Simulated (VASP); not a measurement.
## AlN: single point with PBE

Crystal: AlN.

```
CELL_PARAMETERS angstrom
0.00000 2.20159 2.20159
2.20159 0.00000 2.20159
2.20159 2.20159 0.00000
ATOMIC_POSITIONS crystal
Al 0.00000 0.00000 0.00000
N 0.75000 0.75000 0.75000
```

* Program: VASP 6.6.1
* Task: single point
* Functional: PBE
* Potentials or basis: VASP PAW PBE potentials, release 64 (Al, N)
* Cutoff: 520 eV
* k mesh: 10 × 10 × 10
* Occupations: fermi-dirac, width 0.02 eV
* Spin: no spin polarisation

| Property | Result |
| --- | --- |
| Pressure | -0.3 GPa |
| Band gap on the k mesh | 3.31 eV (least direct gap 3.98 eV) |

Levels at points of the mesh, in eV from the valence-band top:
```csv
k point,band 2,band 3,band 4,band 5,band 6,band 7
"(0.00, 0.00, 0.00)",0.00,0.00,0.00,3.98,12.32,12.32
"(0.50, 0.00, 0.00)",-5.75,-0.48,-0.48,7.16,9.70,11.00
"(0.50, 0.50, 0.00)",-4.83,-1.75,-1.75,3.31,8.47,13.64
```

Wall time 14 s on 1 thread of Intel Xeon 8259CL, on a shared host, peak memory 0.14 GiB.

A k mesh can miss the band edges.
